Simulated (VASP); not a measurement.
Set up this calculation in VASP 6.6.1, as the native input.

| Quantity | Value |
| --- | --- |
| Task | single point |
| Functional | LDA |
| Potentials or basis | VASP PAW LDA potentials, release 64 (Rh_pv) |
| Cutoff | 520 eV |
| k mesh | 24 × 24 × 12 |
| Occupations | gaussian, width 0.15 eV |
| Spin | no spin polarisation |
| Dipole correction | no |
| Further INCAR settings | ALGO = Fast; EDIFF = 1e-07; NBANDS = 22 |

The structure of Rh lies in POSCAR:

```
Rh
1.0
    2.5699496729      0.0000000000      0.0000000000
   -1.2849748364      2.2256417031      0.0000000000
    0.0000000000      0.0000000000      5.0008412430
Rh
2
Direct
    0.6666666667      0.3333333333      0.7500000000
    0.3333333333      0.6666666667      0.2500000000
```

This isn't the form of Rh at room conditions, which is fcc.

This cell differs from its parent crystal: ratio of the length along z to the lengths across it x 1.2, volume and fractional coordinates fixed.

The input as run:

INCAR

```
ALGO = Fast
EDIFF = 1E-7
ENCUT = 520
GGA = CA
ISIF = 2
ISMEAR = 0
LASPH = T
LCHARG = F
LREAL = F
LWAVE = F
NBANDS = 22
NELM = 60
PREC = Accurate
SIGMA = 0.15
```

KPOINTS

```
k-points
0
Gamma
  24 24 12
```

Potentials or basis: VASP PAW LDA potentials, release 64 (Rh_pv).

The run is started by

```console
$ cat potpaw_LDA.64/Rh_pv/POTCAR > POTCAR
$ mpirun -np 1 vasp_std > vasp.out
```

It gave:

```
Pressure               : -8.5 GPa
Band gap on the k mesh : zero (bands 15 and 16 overlap by 2.52 eV)
```

Caveat: the stress differs along the axes, from -40 to 7 GPa.

It took 100 s on 1 thread of AMD EPYC 9R45 (Zen 5), on a shared host, peak memory 0.27 GiB.
